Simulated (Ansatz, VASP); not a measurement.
## Two plane-wave programs on Ga2O3

```
CELL_PARAMETERS angstrom
2.49230 1.43893 4.48067
-2.49230 1.43893 4.48067
0.00000 -2.87786 4.48067
ATOMIC_POSITIONS crystal
Ga 0.38925 0.35450 0.34178
Ga 0.17845 0.14370 0.13098
Ga 0.67845 0.64370 0.63098
Ga 0.88925 0.85450 0.84178
O 0.55363 0.94637 0.25000
O 0.25000 0.55363 0.94637
O 0.94637 0.25000 0.55363
O 0.44637 0.05363 0.75000
O 0.75000 0.44637 0.05363
O 0.05363 0.75000 0.44637
```

Change from the starting cell: all Ga atoms moved +0.150 Å, as atom 1 along Cartesian [1 1 1].

Alike in both runs: task single point; functional r2SCAN; k mesh 6 × 6 × 6; occupations gaussian, width 0.05 eV; no spin polarisation.

|  | VASP | Ansatz |
| --- | --- | --- |
| version | VASP 6.6.1 | Ansatz 0.2.0 |
| potentials or method | VASP PAW PBE potentials, release 64 (Ga_d, O), cutoff 520 eV | scalar-relativistic, plane waves, PAW |
| valence electrons in the cell | 88 | 88 |

|  | VASP | Ansatz | Ansatz less VASP |
| --- | --- | --- | --- |
| gap on the k mesh at the Fermi level (eV) | 3.50 | 3.51 | +0.010 |
| least direct gap on the mesh (eV) | 3.68 | 3.69 | +0.005 |
| pressure (GPa) | 4.9 | 3.0 | -1.93 |
| traceless stress, the component that is largest in VASP (GPa) | 1.89 | 1.85 | -0.040 |
| rms of the force components (eV/Å) | 0.838 | 0.785 | -0.0530 |

VASP's potentials were made for PBE, not for r2SCAN. Atom by atom the forces differ by 0.057 eV/Å (rms over components).
